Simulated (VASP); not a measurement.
GaP: single point with r2SCAN

Crystal: GaP.

```
CELL_PARAMETERS angstrom
0.00000 2.71924 2.71924
2.71924 0.00000 2.71924
2.71924 2.71924 0.00000
ATOMIC_POSITIONS crystal
Ga 0.00000 0.00000 0.00000
P 0.25000 0.25000 0.25000
```

| Quantity | Value |
| --- | --- |
| Program | VASP 6.6.1 |
| Task | single point |
| Functional | r2SCAN |
| Potentials or basis | VASP PAW PBE potentials, release 64 (Ga_d, P) |
| Cutoff | 520 eV |
| k mesh | 8 × 8 × 8 |
| Occupations | fermi-dirac, width 0.05 eV |
| Spin | no spin polarisation |
| Dipole correction | no |
| Further INCAR settings | ALGO = Normal; EDIFF = 1e-07; NBANDS = 16 |

```
Pressure               : 0.6 GPa
Band gap on the k mesh : 1.89 eV, indirect (least direct gap 2.40 eV)
```

Levels at points of the mesh, in eV from the valence-band top:
```tsv
k point	band 5	band 6	band 7	band 8	band 9	band 10	band 11	band 12	band 13	band 14
(0.00, 0.00, 0.00)	-14.88	-13.07	0.00	0.00	0.00	2.40	4.19	4.19	4.19	9.50
(0.50, 0.00, 0.00)	-14.88	-10.89	-6.88	-1.18	-1.18	2.06	5.05	5.05	8.85	11.69
(0.50, 0.50, 0.00)	-14.86	-9.94	-6.99	-2.82	-2.82	1.90	2.10	11.40	11.40	12.08
```

Wall time 43 s on 1 thread of Intel(R) Xeon(R) 6975P-C (Granite Rapids) (shared host), peak memory 0.17 GiB.

Caveat: the PAW data sets were made with another functional, which shifts forces and pressure a little. r2SCAN opens gaps a little over a GGA but as a rule still falls short of measured ones.
